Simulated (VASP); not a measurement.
# RbBr: single point with HSE06

The system is RbBr.

```
CELL_PARAMETERS angstrom
0.00000 3.40891 3.47499
3.40891 0.00000 3.47499
3.40891 3.40891 0.00000
ATOMIC_POSITIONS crystal
Rb 0.00000 0.00000 0.00000
Br 0.50000 0.50000 0.50000
```

This cell differs from its parent crystal: epitaxial xy strain -1.5%.

```yaml
Program: VASP 6.6.1
Task: single point
Functional: HSE06
Potentials_or_basis: VASP PAW PBE potentials, release 64 (Rb_sv, Br)
Cutoff: 520 eV
k_mesh: 4 × 4 × 4
Occupations: gaussian, width 0.01 eV
Spin: no spin polarisation
```

- Pressure: 0.7 GPa
- Band gap on the k mesh: 5.51 eV

Stress tensor (GPa, compression positive):
```
0.93 0.00 0.00
0.00 0.93 0.00
0.00 0.00 0.33
```

Levels at points of the mesh, in eV from the valence-band top:
```csv
k point,band 5,band 6,band 7,band 8,band 9,band 10,band 11,band 12
"(0.00, 0.00, 0.00)",-9.02,-0.02,0.00,0.00,5.51,8.46,8.57,8.57
"(0.50, 0.00, 0.00)",-8.96,-1.02,-0.38,-0.37,7.94,8.96,10.89,10.90
"(0.50, 0.50, 0.00)",-9.09,-0.53,-0.16,-0.16,6.77,8.39,10.36,10.60
"(0.50, 0.00, 0.50)",-9.09,-0.49,-0.19,-0.18,6.74,8.41,10.43,10.64
```

It took 27 min on 1 thread of Oxide Virtual Turin-like Processor (shared host), peak memory 0.3 GiB.

Caveat: the cell differs from its parent crystal (epitaxial xy strain -1.5%); the PAW data sets were made with another functional, which shifts forces and pressure a little.
